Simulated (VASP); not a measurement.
Write the native input for VASP 6.6.1 that does the following.

| Item | Value |
| --- | --- |
| Task | single point |
| Functional | LDA |
| Potentials or basis | VASP PAW LDA potentials, release 64 (Pd) |
| Cutoff | 520 eV |
| k mesh | 13 × 10 × 13 |
| Occupations | fermi-dirac, width 0.1 eV |
| Spin | no spin polarisation |
| Dipole correction | no |
| Further INCAR settings | ALGO = Normal; EDIFF = 1e-06; NBANDS = 17 |

The structure of Pd lies in POSCAR:

```
Pd
1.0
   -1.9209563988      1.9209563988      0.0000000000
    0.0000000000      0.0000000000      3.8419127976
    1.9209563988      1.9209563988      0.0000000000
Pd
2
Direct
    0.0000000000      0.0000000000      0.0000000000
    0.5000000000      0.5000000000      0.5000000000
```

One way to write it, as run:

INCAR

```
SYSTEM = Pd
  PREC = Accurate
  ENCUT = 520
  EDIFF = 1E-6
  ISMEAR = -1
  SIGMA = 0.1
  LREAL = .FALSE.
  LASPH = .TRUE.
  NELM = 60
  ALGO = Normal
  ISIF = 2
  LWAVE = .FALSE.
  LCHARG = .FALSE.
  NBANDS = 17
```

KPOINTS

```
Automatic mesh
0
G
  13 10 13
  0 0 0
```

Potentials or basis: VASP PAW LDA potentials, release 64 (Pd).

Launch:

```bash
$ cat potpaw_LDA.64/Pd/POTCAR > POTCAR
$ mpirun -np 1 vasp_std > vasp.out
```

It gave:

- Pressure: 0.2 GPa
- Band gap on the k mesh: zero (band 10 reaches 10.62 eV, above the bottom of band 11 at 9.40 eV)

It took 30 s on 1 thread of AMD EPYC 7R13 Processor (Zen 3) (shared host), peak memory 0.14 GiB.
